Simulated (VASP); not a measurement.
The system is Hf2SiO4.

```xyz
7
Lattice="3.1717 0.0000 0.0000 -1.5858 2.7467 0.0000 0.0000 0.0000 15.7911" Properties=species:S:1:pos:R:3 pbc="T T T"
Hf    0.0000    0.0000   10.6102
Hf    0.0000    0.0000    5.1810
Si    0.0000    0.0000    0.0000
O     0.0000    1.8312    9.6288
O     1.5858    0.9156    6.1624
O     1.5858    0.9156   11.5915
O     0.0000    1.8312    4.1996
```

* Program: VASP 6.6.1
* Task: relaxation of shape and atoms at fixed volume
* Functional: PBE
* Potentials or basis: VASP PAW PBE potentials, release 64 (Hf_pv, Si, O)
* Cutoff: 600 eV
* k mesh: 12 × 12 × 2
* Occupations: gaussian, width 0.1 eV
* Spin: no spin polarisation

At the start: pressure 2.4 GPa; volume 19.65 Å³/atom.

Q: How do energy, volume and symmetry change on relaxing?

A: Over 5 steps the energy falls by 3.1 meV/atom; space group P-3m1 (No. 164, to 0.1 Å) before and after.

Step by step:
```csv
step,energy change (eV),largest force (eV/Å),pressure (GPa),volume (Å³)
1,0.0000,0.2696,2.44,137.57
2,-0.0179,0.0590,0.90,137.57
3,-0.0206,0.0700,-0.01,137.57
4,-0.0206,0.0638,0.03,137.57
5,-0.0216,0.0047,-0.01,137.57
```

Final structure:
```yaml
crystal:
  lattice:
    - [3.19495, 0.00000, 0.00000]
    - [-1.59748, 2.76691, 0.00000]
    - [0.00000, 0.00000, 15.56181]
  atoms:
    - { symbol: Hf, position: [0.00000, 0.00000, 0.67191] }
    - { symbol: Hf, position: [0.00000, 0.00000, 0.32809] }
    - { symbol: Si, position: [0.00000, 0.00000, 0.00000] }
    - { symbol: O, position: [0.33333, 0.66667, 0.60863] }
    - { symbol: O, position: [0.66667, 0.33333, 0.39137] }
    - { symbol: O, position: [0.66667, 0.33333, 0.73520] }
    - { symbol: O, position: [0.33333, 0.66667, 0.26480] }
```
